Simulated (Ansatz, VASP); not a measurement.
## Al4Cu in VASP and in Ansatz

```xyz
5
Lattice="-3.1109 3.1109 1.9941 3.1109 -3.1109 1.9941 3.1109 3.1109 -1.9941" Properties=species:S:1:pos:R:3 pbc="T T T"
Al    1.8561    0.6589    1.9941
Al    3.7698    1.2548    0.0000
Al   -0.6589    1.8561    1.9941
Al    1.2548    2.4519    0.0000
Cu    0.0000    0.0000    0.0000
```

Alike in both runs: functional PBE; k mesh 12 × 12 × 12; occupations gaussian, width 0.1 eV; no spin polarisation.

Ansatz relaxed the structure, and its values are those at the end. VASP's run is a single point on that final structure, the one shown.

```csv
,VASP,Ansatz
version,VASP 6.6.1,Ansatz 0.2.0
potentials or method,"VASP PAW PBE potentials, release 64 (Al, Cu), cutoff 520 eV","scalar-relativistic, plane waves, PAW"
valence electrons in the cell,23,31
```

VASP gave:

* gap on the k mesh at the Fermi level (eV): none
* pressure (GPa): 0.1

**Question.** What did Ansatz give for the same quantities?

**Answer.** gap on the k mesh at the Fermi level (eV): none; pressure (GPa): 0.0.

A gap of «none» marks a metal or a gap that the smearing closes. VASP's potentials hold 23 valence electrons a cell and Ansatz's 31, so a difference there can come from the potentials and not from the codes.
